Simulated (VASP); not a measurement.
**Sb: single point with LDA**

Crystal: Sb.

```
Sb
1.0
     3.12240    0.00000    0.00000
     0.00000    4.34752    0.00000
    -0.03891    0.00000    4.40585
Sb
2
Cartesian
  3.0573 3.2606 3.3433
  0.0262 1.0869 1.0625
```

```yaml
Program: VASP 6.6.1
Task: single point
Functional: LDA
Potentials_or_basis: VASP PAW LDA potentials, release 64 (Sb)
Cutoff: 500 eV
k_mesh: 6 × 4 × 4
Occupations: gaussian, width 0.1 eV
Spin: no spin polarisation
Dipole_correction: no
Charge: -0.1
Further_INCAR_settings: ALGO = Normal; EDIFF = 1e-06; NBANDS = 12; NELECT = 10.1
```

* Largest force: 0.046 eV/Å

Forces on the atoms (eV/Å):
```
Sb   0.044  0.000 -0.013
Sb  -0.044  0.000  0.013
```

Levels at points of the mesh, in eV from the Fermi level:
```csv
k point,band 1,band 2,band 3,band 4,band 5,band 6,band 7,band 8,band 9,band 10
"(0.00, 0.00, 0.00)",-12.58,-7.54,-3.74,-3.61,1.94,2.87,3.10,3.24,6.47,6.78
"(0.50, 0.00, 0.00)",-10.24,-5.76,-4.79,-1.89,-1.76,-1.70,4.35,4.64,4.64,5.12
"(0.00, 0.50, 0.00)",-10.78,-10.78,-1.60,-1.60,-1.04,-1.04,4.54,4.54,7.91,7.91
"(0.50, 0.50, 0.00)",-8.42,-8.42,-4.08,-4.08,0.35,0.35,1.29,1.29,5.34,5.34
"(0.00, 0.00, 0.50)",-11.03,-10.60,-1.69,-1.17,-1.08,-0.91,4.33,4.71,7.59,7.76
"(0.50, 0.00, 0.50)",-8.68,-8.21,-4.26,-3.95,0.20,0.78,1.31,1.42,5.30,5.60
"(0.00, 0.50, 0.50)",-10.14,-10.14,-5.73,-5.73,4.87,4.87,5.14,5.14,8.66,8.66
"(0.50, 0.50, 0.50)",-7.68,-7.68,-3.75,-3.75,-3.65,-3.65,1.97,1.97,7.10,7.10
```

Run time: 8.6 s on 1 thread of Intel Xeon 6975P-C (shared host), peak memory 0.15 GiB.

Caveat: the k points lie up to 0.36 Å⁻¹ apart; the cell carries a net charge on a neutralising background, which shifts energy and pressure; the cell is charged against a uniform background, so pressure and absolute levels hang on convention; spin-orbit coupling is left out, which moves the levels of the heavy elements.
